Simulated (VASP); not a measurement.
# YbAuS3 (Pm-3m) in VASP: further runs

YbAuS3 is run at these levels: PBE; tasks: single point, relaxation of cell and atoms.

All numbers are computed with VASP 6.6.1; they aren't measurements. Logs are shortened: lines on timing, memory, paths and dates and some standing lists are left out, and cuts for length are marked.

## (1) The cell of the first run

Symmetry: Pm-3m, No. 221, cubic system. Conventional cell: a = 4.661 Å, b = 4.661 Å, c = 4.661 Å, α = 90.00°, β = 90.00°, γ = 90.00°. Yb (site symmetry m-3m) has 12 S at 3.30 Å and 8 Au at 4.04 Å within 4.3 Å. S (site symmetry 4/mmm) has 2 Au at 2.33 Å within 3.1 Å. Within 3.1 Å of Au (site symmetry m-3m) lie 6 S at 2.33 Å.

The cell was generated, and may not be a known phase.

## (2) Single point, PBE, collinear spin, ferromagnetic start

INCAR reads:

```
SYSTEM = YbAuS3
PREC = Accurate
ENCUT = 520
EDIFF = 1E-6
ISMEAR = 0
SIGMA = 0.1
LREAL = .FALSE.
LASPH = .TRUE.
NELM = 150
ALGO = Normal
ISIF = 2
LWAVE = .FALSE.
LCHARG = .FALSE.
ISPIN = 2
MAGMOM = 1 0 0 0 0
LORBIT = 11
LMAXMIX = 6
GGA = PE
NBANDS = 38
```

KPOINTS reads:

```
regular mesh
0
G
  4 4 4
  0 0 0
```

POSCAR reads:

```
YbAuS3
1.0
    4.6605629000      0.0000000000      0.0000000000
    0.0000000000      4.6605629000      0.0000000000
    0.0000000000      0.0000000000      4.6605629000
Yb S Au
1 3 1
Direct
    0.0000000000      0.0000000000      0.0000000000
    0.0000000000      0.5000000000      0.5000000000
    0.5000000000      0.0000000000      0.5000000000
    0.5000000000      0.5000000000      0.0000000000
    0.5000000000      0.5000000000      0.5000000000
```

Potentials or basis: VASP PAW PBE potentials, release 64 (Yb, S, Au).

Started as:

```
cat potpaw_PBE.64/Yb/POTCAR potpaw_PBE.64/S/POTCAR potpaw_PBE.64/Au/POTCAR > POTCAR
mpirun -np 1 vasp_std > vasp.out
```

OUTCAR:

```text
SYSTEM = YbAuS3
   PREC = Accurate
   ENCUT = 520
   EDIFF = 1E-6
   ISMEAR = 0
   LREAL = .FALSE.
   LASPH = .TRUE.
   NELM = 150
   ISIF = 2
   ISPIN = 2
   LORBIT = 11
   GGA = PE

 ion  position               nearest neighbor table
   1  0.000  0.000  0.000-   2 3.30   3 3.30   4 3.30   2 3.30   3 3.30   2 3.30   4 3.30   2 3.30
                             3 3.30   4 3.30   3 3.30   4 3.30
   2  0.000  0.500  0.500-   5 2.33   5 2.33   1 3.30   1 3.30   1 3.30   1 3.30
   3  0.500  0.000  0.500-   5 2.33   5 2.33   1 3.30   1 3.30   1 3.30   1 3.30
   4  0.500  0.500  0.000-   5 2.33   5 2.33   1 3.30   1 3.30   1 3.30   1 3.30
   5  0.500  0.500  0.500-   2 2.33   3 2.33   4 2.33   4 2.33   3 2.33   2 2.33

  LATTYP: Found a simple cubic cell.
 ALAT       =     4.6605629000

  Lattice vectors:

 A1 = (   4.6605629000,   0.0000000000,   0.0000000000)
 A2 = (   0.0000000000,   4.6605629000,   0.0000000000)
 A3 = (   0.0000000000,   0.0000000000,   4.6605629000)

Analysis of symmetry for initial positions (statically):
=====================================================================
 Subroutine PRICEL returns:
 Original cell was already a primitive cell.

 Routine SETGRP: Setting up the symmetry group for a
 simple cubic supercell.

 Subroutine GETGRP returns: Found 48 space group operations
 (whereof 48 operations were pure point group operations)
 out of a pool of 48 trial point group operations.

The static configuration has the point symmetry O_h .

Analysis of symmetry for dynamics (positions and initial velocities):
=====================================================================
 Subroutine PRICEL returns:
 Original cell was already a primitive cell.

 Routine SETGRP: Setting up the symmetry group for a
 simple cubic supercell.

 Subroutine GETGRP returns: Found 48 space group operations
 (whereof 48 operations were pure point group operations)
 out of a pool of 48 trial point group operations.

The dynamic configuration has the point symmetry O_h .

Analysis of structural, dynamic, and magnetic symmetry:
=====================================================================
 Subroutine PRICEL returns:
 Original cell was already a primitive cell.

 Routine SETGRP: Setting up the symmetry group for a
 simple cubic supercell.

 Subroutine GETGRP returns: Found 48 space group operations
[... 125 lines left out ...]
 spin polarized calculation
 Gauss-broadening in eV      SIGMA  =   0.10
  energy-cutoff  :      520.00
  volume of cell :      101.23
 maximum number of plane-waves:      2800
 NGX is ok and might be reduce to    36
   NGX = 17   NGY = 17   NGZ = 17

 number of electron      52.9999969 magnetization       0.0528577

 number of electron      52.9999969 magnetization      -0.2810999

 Free energy of the ion-electron system (eV)
  ---------------------------------------------------
  ext. energy  EPLUGINS =         0.00000000
  ---------------------------------------------------
  free energy    TOTEN  =       -20.54202870 eV

  energy without entropy =      -20.51275443  energy(sigma->0) =      -20.52739156

 E-fermi :   5.3624     XC(G=0): -10.5311

 val. band max:        5.3509315867   @ k =   0.0000   0.0000   0.0000
 cond. band min:       5.3802603908   @ k =   0.5000   0.5000   0.2500
 fundamental gap:      0.0293288041
 Fermi energy:         5.3623779547

 spin component 1

 k-point     1 :       0.0000    0.0000    0.0000
  band No.  band energies     occupation
      1     -46.3259      1.00000
      2     -18.6133      1.00000
      3     -18.6133      1.00000
      4     -18.6133      1.00000
      5      -9.3123      1.00000
      6      -7.4935      1.00000
[... 399 lines left out ...]
     37      12.0606      0.00000
     38      14.3188      0.00000
 Fermi energy:         5.3623779547

 spin component 2

 k-point     1 :       0.0000    0.0000    0.0000
  band No.  band energies     occupation
      1     -46.4342      1.00000
      2     -18.6873      1.00000
      3     -18.6873      1.00000
      4     -18.6873      1.00000
      5      -9.3193      1.00000
      6      -7.5008      1.00000
[... 399 lines left out ...]
     37      12.0529      0.00000
     38      14.3129      0.00000

------------------------ aborting loop because EDIFF is reached ----------------------------------------

  FORCE on cell =-STRESS in cart. coord.  units (eV):
  Direction    XX          YY          ZZ          XY          YZ          ZX
  --------------------------------------------------------------------------------------
  -------------------------------------------------------------------------------------
  Total        6.3384537      6.3384537      6.3384537      0.0000000      0.0000000      0.0000000
  in kB      100.3179810    100.3179810    100.3179810      0.0000000      0.0000000      0.0000000
  external PRESSURE =     100.3179810 kB  Pullay stress =       0.0000000 kB

 VOLUME and BASIS-vectors are now :
 -----------------------------------------------------------------------------
  energy-cutoff  :      520.00
  volume of cell :      101.23
      direct lattice vectors                 reciprocal lattice vectors
     4.660562900  0.000000000  0.000000000     0.214566356  0.000000000  0.000000000
     0.000000000  4.660562900  0.000000000     0.000000000  0.214566356  0.000000000
     0.000000000  0.000000000  4.660562900     0.000000000  0.000000000  0.214566356

 POSITION                                       TOTAL-FORCE (eV/Angst)
 -----------------------------------------------------------------------------------
      0.00000      0.00000      0.00000         0.000000      0.000000      0.000000
      0.00000      2.33028      2.33028         0.000000      0.000000      0.000000
      2.33028      0.00000      2.33028         0.000000      0.000000      0.000000
      2.33028      2.33028      0.00000         0.000000      0.000000      0.000000
      2.33028      2.33028      2.33028         0.000000      0.000000      0.000000
 -----------------------------------------------------------------------------------
    total drift:                                0.000000      0.000000      0.000000

  FREE ENERGIE OF THE ION-ELECTRON SYSTEM (eV)
  ---------------------------------------------------
  free  energy   TOTEN  =       -20.5420286975 eV

  energy  without entropy=      -20.5127544262  energy(sigma->0) =      -20.52739156

 total charge

# of ion       s       p       d       f       tot
--------------------------------------------------
    1        2.072   5.940   0.223  13.598  21.833
    2        1.360   2.359   0.000   0.000   3.719
    3        1.360   2.359   0.000   0.000   3.719
    4        1.360   2.359   0.000   0.000   3.719
    5        0.673   0.584   8.681   0.000   9.939
--------------------------------------------------
tot          6.824  13.602   8.904  13.598  42.929

 magnetization (x)

# of ion       s       p       d       f       tot
--------------------------------------------------
    1       -0.000   0.004  -0.000  -0.253  -0.249
    2       -0.000  -0.007   0.000   0.000  -0.007
    3       -0.000  -0.007   0.000   0.000  -0.007
    4       -0.000  -0.007   0.000   0.000  -0.007
    5        0.000   0.000   0.000   0.000   0.000
--------------------------------------------------
tot         -0.001  -0.015  -0.000  -0.253  -0.269
```

OSZICAR:

```text
N       E                     dE             d eps       ncg     rms          rms(c)
DAV:   1     0.420918591804E+03    0.42092E+03   -0.20458E+04  2324   0.809E+03
DAV:   2     0.382427430793E+02   -0.38268E+03   -0.35944E+03  2416   0.113E+03
DAV:   3    -0.177344208849E+02   -0.55977E+02   -0.54326E+02  2392   0.188E+02
DAV:   4    -0.226930607517E+02   -0.49586E+01   -0.49085E+01  2720   0.397E+01
[... 14 lines left out ...]
DAV:  19    -0.205420316553E+02   -0.49015E-05   -0.80277E-05  2286   0.329E-01    0.122E-01
DAV:  20    -0.205420237336E+02    0.79218E-05   -0.15141E-05  2460   0.627E-02    0.634E-02
DAV:  21    -0.205420249042E+02   -0.11706E-05   -0.33360E-06  1980   0.237E-02    0.525E-02
DAV:  22    -0.205420283830E+02   -0.34788E-05   -0.41897E-06  1608   0.672E-02    0.341E-02
DAV:  23    -0.205420286975E+02   -0.31454E-06   -0.17332E-06  1390   0.229E-02
   1 F= -.20542029E+02 E0= -.20527392E+02  d E =-.292743E-01  mag=    -0.2808
```

Run time: 1.7 min. Hardware: 1 thread of Intel Xeon 6975P-C (Granite Rapids), shared host; peak memory 0.29 GiB.

What came out:

```yaml
Free_energy: -20.5420 eV
Pressure: 10.0 GPa
Net_moment: -0.28 μB per cell
Site_moments: Yb -0.25; S -0.01; Au +0.00 μB
Valence_electrons_inside_the_program's_atomic_spheres: Yb 21.83; S 3.72; Au 9.94
```

Levels at points of the mesh, in eV from the Fermi level:
Spin up:
```
           k point  band 23  band 24  band 25  band 26  band 27  band 28  band 29  band 30  band 31  band 32
(0.00, 0.00, 0.00)    -0.21    -0.21    -0.21    -0.06    -0.06    -0.06    -0.01     2.57     2.57     3.23
(0.50, 0.00, 0.00)    -0.25    -0.23    -0.23    -0.16    -0.10    -0.10     3.65     3.70     4.77     4.82
(0.50, 0.50, 0.00)    -0.24    -0.17    -0.15    -0.15    -0.15     3.58     3.67     4.34     5.64     5.80
(0.50, 0.50, 0.50)    -0.24     0.26     0.26     0.26     1.38     3.73     3.73     3.79     3.79     3.79
```
Spin down:
| k point | band 25 | band 26 | band 27 | band 28 | band 29 | band 30 |
| --- | --- | --- | --- | --- | --- | --- |
| (0.00, 0.00, 0.00) | -0.35 | -0.34 | -0.34 | -0.34 | -0.02 | 2.56 |
| (0.50, 0.00, 0.00) | -0.39 | -0.39 | -0.32 | -0.32 | 3.63 | 3.69 |
| (0.50, 0.50, 0.00) | -0.38 | -0.37 | -0.16 | 3.57 | 3.67 | 4.32 |
| (0.50, 0.50, 0.50) | 0.17 | 0.17 | 1.37 | 3.73 | 3.73 | 3.78 |

Caveat: the cell stands under pressure; spin-orbit coupling is left out, which moves the levels of the heavy elements. With open d or f shells a metallic result of PBE can be an artefact of self-interaction; +U or a hybrid may open a gap.

## (3) Single point, PBE, collinear spin, ferromagnetic start

This run uses another cell than the first one, of 22.45 Å³/atom.

INCAR reads:

```
PREC     = Accurate       # precision mode
ENCUT    = 520            # plane-wave cutoff, eV
EDIFF    = 1E-7           # SCF threshold, eV
ISMEAR   = 0              # smearing method
SIGMA    = 0.1            # smearing width, eV
LREAL    = F              # projectors in reciprocal space
LASPH    = T              # aspherical terms in the spheres
NELM     = 150            # most SCF steps
ALGO     = Normal         # electronic algorithm
ISIF     = 2              # what is computed and relaxed
LWAVE    = F              # write WAVECAR
LCHARG   = F              # write CHGCAR
ISPIN    = 2              # spin polarisation
MAGMOM   = 1 0 0 0 0      # initial moments
LORBIT   = 11             # projections on sites
LMAXMIX  = 6              # l up to which the mixer works
GGA      = PE             # functional
NBANDS   = 38             # bands
```

KPOINTS reads:

```
Automatic mesh
0
Gamma
  4 4 4
```

Edit POSCAR of step 2 so:

```diff
@@ -2,5 +2,5 @@
 1.0
-    4.6605629000      0.0000000000      0.0000000000
-    0.0000000000      4.6605629000      0.0000000000
-    0.0000000000      0.0000000000      4.6605629000
+    4.8241036359      0.0000000000      0.0000000000
+    0.0000000000      4.8241036359      0.0000000000
+    0.0000000000      0.0000000000      4.8241036359
 Yb S Au
```

Potentials or basis: VASP PAW PBE potentials, release 64 (Yb, S, Au).

Started as:

```
cat potpaw_PBE.64/Yb/POTCAR potpaw_PBE.64/S/POTCAR potpaw_PBE.64/Au/POTCAR > POTCAR
mpirun -np 1 vasp_std > vasp.out
```

Wall time 4.7 min (1 thread of Intel Xeon 6975P-C (Granite Rapids), shared host); peak memory 0.3 GiB.

Results (log left out):

```
Free energy                                           : -20.8490 eV
Pressure                                              : 0.0 GPa
Net moment                                            : -0.26 μB per cell
Site moments                                          : Yb -0.23; S -0.01; Au +0.00 μB
Valence electrons inside the program's atomic spheres : Yb 21.80; S 3.67; Au 9.74
```

Levels at points of the mesh, in eV from the Fermi level:
Spin up:
```
           k point  band 24  band 25  band 26  band 27  band 28  band 29  band 30  band 31
(0.00, 0.00, 0.00)    -0.20    -0.20    -0.07    -0.07    -0.07     0.11     2.46     2.73
(0.50, 0.00, 0.00)    -0.21    -0.21    -0.16    -0.11    -0.11     3.58     3.75     4.57
(0.50, 0.50, 0.00)    -0.16    -0.14    -0.14    -0.10     3.07     3.51     4.21     5.37
(0.50, 0.50, 0.50)     0.22     0.22     0.22     1.47     3.11     3.11     3.75     3.75
```
Spin down:
```
           k point  band 23  band 24  band 25  band 26  band 27  band 28  band 29  band 30  band 31  band 32
(0.00, 0.00, 0.00)    -0.33    -0.33    -0.33    -0.32    -0.32    -0.32     0.11     2.45     2.72     2.72
(0.50, 0.00, 0.00)    -0.39    -0.39    -0.36    -0.36    -0.31    -0.31     3.57     3.73     4.57     4.61
(0.50, 0.50, 0.00)    -0.36    -0.36    -0.35    -0.35    -0.11     3.07     3.50     4.20     5.35     5.40
(0.50, 0.50, 0.50)    -0.35     0.14     0.14     0.14     1.46     3.11     3.11     3.74     3.74     3.74
```

Caveat: spin-orbit coupling is left out, which moves the levels of the heavy elements.

## (4) Relaxation of cell and atoms, PBE, collinear spin, ferromagnetic start

INCAR reads:

```
SYSTEM = YbAuS3
ALGO = Normal ; EDIFF = 1E-7
EDIFFG = -0.04 ; ENCUT = 600
GGA = PE ; IBRION = 2
ISIF = 3 ; ISMEAR = 0
ISPIN = 2 ; LASPH = .TRUE.
LCHARG = .FALSE. ; LMAXMIX = 6
LORBIT = 11 ; LREAL = .FALSE.
LWAVE = .FALSE. ; MAGMOM = 1 0 0 0 0
NELM = 150 ; NSW = 90
PREC = Accurate ; SIGMA = 0.1
```

KPOINTS reads:

```
k-points
0
G
  4 4 4
  0 0 0
```

Edit POSCAR of step 3 so:

```diff
@@ -2,5 +2,5 @@
 1.0
-    4.8241036359      0.0000000000      0.0000000000
-    0.0000000000      4.8241036359      0.0000000000
-    0.0000000000      0.0000000000      4.8241036359
+    4.6605629000      0.0000000000      0.0000000000
+    0.0000000000      4.6605629000      0.0000000000
+    0.0000000000      0.0000000000      4.6605629000
 Yb S Au
```

Started as:

```
cat potpaw_PBE.64/Yb/POTCAR potpaw_PBE.64/S/POTCAR potpaw_PBE.64/Au/POTCAR > POTCAR
mpirun -np 1 vasp_std > vasp.out
```

Run time: 26 min. Hardware: 1 thread of Intel Xeon 6975P-C (Granite Rapids), shared host; peak memory 0.36 GiB.

It converged, with:

```yaml
Free_energy: -20.8480 eV
Relaxed_volume: 22.47 Å³/atom
Relaxed_cell: a = 4.825 Å, b = 4.825 Å, c = 4.825 Å, α = 90.00°, β = 90.00°, γ = 90.00°
Space_group_after_relaxing_to_0.1_Å: Pm-3m (No. 221)
Energy_gained_by_relaxing: 61.0 meV/atom
Ionic_steps: 3
Pressure_after_relaxing: -0.1 GPa
Net_moment: -0.26 μB per cell
Site_moments: Yb -0.23; S -0.01; Au +0.00 μB
Valence_electrons_inside_the_program's_atomic_spheres: Yb 21.80; S 3.67; Au 9.74
```

The path:
| step | energy change (eV) | largest force (eV/Å) | pressure (GPa) | volume (Å³) |
| --- | --- | --- | --- | --- |
| 1 | 0.0000 | 0.0000 | 9.78 | 101.23 |
| 2 | -0.1824 | 0.0000 | -4.93 | 120.44 |
| 3 | -0.3049 | 0.0000 | -0.11 | 112.36 |

Final structure:
```xyz
5
Lattice="4.8254 0.0000 0.0000 0.0000 4.8254 0.0000 0.0000 0.0000 4.8254" Properties=species:S:1:pos:R:3 pbc="T T T"
Yb    0.0000    0.0000    0.0000
S     0.0000    2.4127    2.4127
S     2.4127    0.0000    2.4127
S     2.4127    2.4127    0.0000
Au    2.4127    2.4127    2.4127
```

Levels at points of the mesh, in eV from the Fermi level:
Spin up:
```csv
k point,band 24,band 25,band 26,band 27,band 28,band 29,band 30,band 31
"(0.00, 0.00, 0.00)",-0.20,-0.20,-0.07,-0.07,-0.07,0.12,2.46,2.73
"(0.50, 0.00, 0.00)",-0.21,-0.21,-0.16,-0.11,-0.11,3.58,3.75,4.57
"(0.50, 0.50, 0.00)",-0.16,-0.14,-0.14,-0.10,3.07,3.51,4.21,5.37
"(0.50, 0.50, 0.50)",0.22,0.22,0.22,1.47,3.11,3.11,3.75,3.75
```
Spin down:
```
           k point  band 23  band 24  band 25  band 26  band 27  band 28  band 29  band 30  band 31  band 32
(0.00, 0.00, 0.00)    -0.33    -0.33    -0.33    -0.32    -0.32    -0.32     0.11     2.45     2.73     2.73
(0.50, 0.00, 0.00)    -0.39    -0.39    -0.36    -0.36    -0.31    -0.31     3.57     3.74     4.57     4.61
(0.50, 0.50, 0.00)    -0.36    -0.36    -0.36    -0.35    -0.11     3.06     3.50     4.20     5.35     5.53
(0.50, 0.50, 0.50)    -0.35     0.14     0.14     0.14     1.46     3.10     3.10     3.74     3.74     3.74
```

Caveat: spin-orbit coupling is left out, which moves the levels of the heavy elements. The state reached can hang on the start; a lower one may exist.

## (5) The runs side by side

```csv
task,cell,cutoff (eV),gap on the mesh (eV),pressure (GPa),moment (μB)
single point,"a = 4.661 Å, 5 atoms",520,none,10.0,0.28
single point,"a = 4.824 Å, 5 atoms",520,none,0.0,0.26
relaxation of cell and atoms,"relaxed from a = 4.661 Å, 5 atoms",600,none,-0.1,0.26
```

Alike in all rows: level PBE; potentials or basis VASP PAW PBE potentials, release 64 (Yb, S, Au); spin collinear, ferromagnetic start; k mesh 4 × 4 × 4; smearing gaussian 0.1 eV.

Caveats: spin-orbit coupling is left out, which moves the levels of the heavy elements; the cell stands under pressure (at least some runs).

Total energies depend on the potentials used, so only differences within one code and one set of settings carry meaning.

The gap in the log of VASP goes by the Fermi energy; the results here count the filled bands.